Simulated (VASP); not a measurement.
Write the native input for VASP 6.6.1 that does the following.

```
Task                   : single point
Functional             : PBEsol
Dispersion             : D3(BJ)
Potentials or basis    : VASP PAW PBE potentials, release 64 (H, Pb_d, N, O)
Cutoff                 : 520 eV
k mesh                 : 3 × 5 × 3
Occupations            : fermi-dirac, width 0.05 eV
Spin                   : no spin polarisation
Dipole correction      : no
Further INCAR settings : ALGO = Normal; EDIFF = 1e-06; NBANDS = 57
```

The structure of HPbNO4 lies in POSCAR:

```
HPbNO4
1.0
    6.7389086128      0.0000000000     -0.0675533523
    0.0000000000      4.0478725617      0.0000000000
   -3.3725805121      0.0000000000      7.0621130529
H Pb N O
2 2 2 8
Direct
    0.2231102207      0.7500000000      0.5204540819
    0.7768897793      0.2500000000      0.4795459181
    0.2941829306      0.2500000000      0.2827668401
    0.7058170694      0.7500000000      0.7172331599
    0.2292548083      0.7500000000      0.8401860689
    0.7707451917      0.2500000000      0.1598139311
    0.3274405475      0.7500000000      0.4614411028
    0.4265754709      0.7500000000      0.8757633252
    0.1700205025      0.7500000000      0.9724015028
    0.0803379299      0.7500000000      0.6686851395
    0.6725594525      0.2500000000      0.5385588972
    0.5734245291      0.2500000000      0.1242366748
    0.8299794975      0.2500000000      0.0275984972
    0.9196620701      0.2500000000      0.3313148605
```

These files were run (other wordings do the same):

INCAR

```
SYSTEM = HPbNO4
PREC     = Accurate       ! precision mode
ENCUT    = 520            ! plane-wave cutoff, eV
EDIFF    = 1E-6           ! SCF threshold, eV
ISMEAR   = -1             ! smearing method
SIGMA    = 0.05           ! smearing width, eV
LREAL    = .False.        ! projectors in reciprocal space
LASPH    = .True.         ! aspherical terms in the spheres
NELM     = 100            ! most SCF steps
ALGO     = Normal         ! electronic algorithm
ISIF     = 2              ! what is computed and relaxed
LWAVE    = .False.        ! write WAVECAR
LCHARG   = .False.        ! write CHGCAR
GGA      = PS             ! functional
IVDW     = 12             ! dispersion correction
NBANDS   = 57             ! bands
```

KPOINTS

```
regular mesh
0
Gamma
  3 5 3
  0 0 0
```

Potentials or basis: VASP PAW PBE potentials, release 64 (H, Pb_d, N, O).

Run with:

```console
$ cat potpaw_PBE.64/H/POTCAR potpaw_PBE.64/Pb_d/POTCAR potpaw_PBE.64/N/POTCAR potpaw_PBE.64/O/POTCAR > POTCAR
$ mpirun -np 1 vasp_std > vasp.out
```

It gave:

```yaml
Pressure: 0.8 GPa
Largest_force: 0.604 eV/Å
Band_gap_on_the_k_mesh: 2.92 eV, indirect (least direct gap 3.06 eV)
Dispersion_energy_per_atom: -0.086 eV
```

Caveat: the standard files for N, O and F lose accuracy on very short bonds; the PAW data sets were made with another functional, which shifts forces and pressure a little; spin-orbit coupling is left out, which moves the levels of the heavy elements.

It took 3.7 min on 1 thread of Oxide Virtual Turin-like Processor (shared host), peak memory 0.33 GiB.
